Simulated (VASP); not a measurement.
A run of VASP 6.6.1:

The input POSCAR:

```
LuBi2ClO4
1.0
    3.8828480000      0.0000000000      0.0000000000
    0.0000000000      3.8828480000      0.0000000000
    0.0000000000      0.0000000000      8.9941670000
Cl Lu O Bi
1 1 4 2
Direct
    0.0000000000      0.0000000000      0.5000000000
    0.0000000000      0.0000000000      0.0000000000
    0.5000000000      0.0000000000      0.8480000000
    0.0000000000      0.5000000000      0.8480000000
    0.5000000000      0.0000000000      0.1520000000
    0.0000000000      0.5000000000      0.1520000000
    0.5000000000      0.5000000000      0.7193000000
    0.5000000000      0.5000000000      0.2807000000
```

File INCAR.step1:

```
ALGO = Normal
EDIFF = 1E-6
ENCUT = 520
GGA = CA
ISIF = 2
ISMEAR = -1
LASPH = T
LCHARG = T
LREAL = F
LWAVE = F
NBANDS = 53
NELM = 80
PREC = Accurate
SIGMA = 0.1
```

The input KPOINTS.step1:

```
k-points
0
Gamma
  7 7 3
```

Contents of INCAR.step2:

```
ALGO = Normal
EDIFF = 1E-6
ENCUT = 520
GGA = CA
ICHARG = 11
ISIF = 2
ISMEAR = -5
LASPH = T
LCHARG = F
LORBIT = 10
LREAL = F
LWAVE = F
NBANDS = 53
NEDOS = 1001
NELM = 80
PREC = Accurate
SIGMA = 0.1
```

Contents of KPOINTS.step2:

```
k-points
0
Gamma
  11 11 5
```

Potentials or basis: VASP PAW PBE potentials, release 64 (Cl, Lu, O, Bi_d).

Run with:

```console
$ cat potpaw_PBE.64/Cl/POTCAR potpaw_PBE.64/Lu/POTCAR potpaw_PBE.64/O/POTCAR potpaw_PBE.64/Bi_d/POTCAR > POTCAR
$ cp INCAR.step1 INCAR
$ cp KPOINTS.step1 KPOINTS
$ mpirun -np 1 vasp_std > vasp.out
$ cp INCAR.step2 INCAR
$ cp KPOINTS.step2 KPOINTS
$ mpirun -np 1 vasp_std > vasp.out
```

Hardware: 1 thread of Intel(R) Xeon(R) Platinum 8375C CPU @ 2.90GHz (Ice Lake), on a shared host.

Task: Estimate the wall time of this run.

Result: Wall time 6.3 min on 1 thread of Intel(R) Xeon(R) Platinum 8375C CPU @ 2.90GHz (Ice Lake), on a shared host, peak memory 0.5 GiB. Counts: k points 63.
